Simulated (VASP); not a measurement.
**CdSe: single point with PBEsol**

The system is CdSe.

```
Cd Se
1.0
     0.00000    2.89011    2.89011
     2.89011    0.00000    2.89011
     2.96910    2.96910   -0.07900
Cd Se
1 1
Cartesian
  0.0000 0.0000 0.0000
  4.3944 4.3944 4.2759
```

```yaml
Program: VASP 6.6.1
Task: single point
Functional: PBEsol
Potentials_or_basis: VASP PAW PBE potentials, release 64 (Cd, Se)
Cutoff: 520 eV
k_mesh: 10 × 10 × 10
Occupations: gaussian, width 0.05 eV
Spin: no spin polarisation
```

The pressure is 8.4 GPa, the largest force is 0.471 eV/Å and the band gap on the k mesh is 0.64 eV, direct.

Forces in eV/Å, atoms in the order of the input:
```
Cd   0.272  0.272 -0.272
Se  -0.272 -0.272  0.272
```

Stress tensor (GPa, compression positive):
```
 8.37 -1.79  1.79
-1.79  8.37  1.79
 1.79  1.79  8.37
```

Levels at points of the mesh, in eV from the valence-band top:
```
           k point  band 5  band 6  band 7  band 8  band 9  band 10  band 11  band 12  band 13  band 14
(0.00, 0.00, 0.00)   -7.93   -7.93   -0.18    0.00    0.00     0.64     5.43     5.96     5.96     9.99
(0.50, 0.00, 0.00)   -7.89   -7.52   -5.24   -1.07   -1.02     2.28     6.09     6.41     7.51    10.18
(0.50, 0.50, 0.00)   -7.84   -7.46   -4.74   -2.48   -2.23     2.68     3.69     9.40    10.78    10.79
(0.00, 0.00, 0.50)   -7.90   -7.58   -5.21   -0.83   -0.83     2.54     6.49     6.49     7.36    10.23
```

Wall time 44 s on 1 thread of Intel(R) Xeon(R) Platinum 8559C (Emerald Rapids), on a shared host, peak memory 0.23 GiB.

Caveat: the PAW data sets were made with another functional, which shifts forces and pressure a little.
